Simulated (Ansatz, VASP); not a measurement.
**One calculation of C, two programs**

```
CELL_PARAMETERS angstrom
1.23250 0.71158 3.36139
-1.23250 0.71158 3.36139
0.00000 -1.42317 3.36139
ATOMIC_POSITIONS crystal
C 0.17597 0.17597 0.15489
C 0.82403 0.82403 0.84511
```

Change from the starting cell: mode 4 frozen in at +0.024 Å and mode 6 at +0.030 Å (largest displacements).

Alike in both runs: task single point; functional PBE; dispersion D3(BJ); k mesh 15 × 15 × 15; occupations gaussian, width 0.05 eV; no spin polarisation.

```csv
,VASP,Ansatz
version,VASP 6.6.1,Ansatz 0.2.0
potentials or method,"VASP PAW PBE potentials, release 64 (C), cutoff 520 eV","scalar-relativistic, plane waves, PAW"
valence electrons in the cell,8,8
```

|  | VASP | Ansatz | Ansatz less VASP |
| --- | --- | --- | --- |
| gap on the k mesh at the Fermi level (eV) | 0.16 | 0.16 | +0.001 |
| least direct gap on the mesh (eV) | 0.16 | 0.16 | +0.001 |
| pressure (GPa) | 1.8 | 1.4 | -0.41 |
| traceless stress, the component that is largest in VASP (GPa) | 6.67 | 6.30 | -0.370 |
| rms of the force components (eV/Å) | 1.766 | 1.763 | -0.0027 |

Atom by atom the forces differ by 0.003 eV/Å (rms over components).
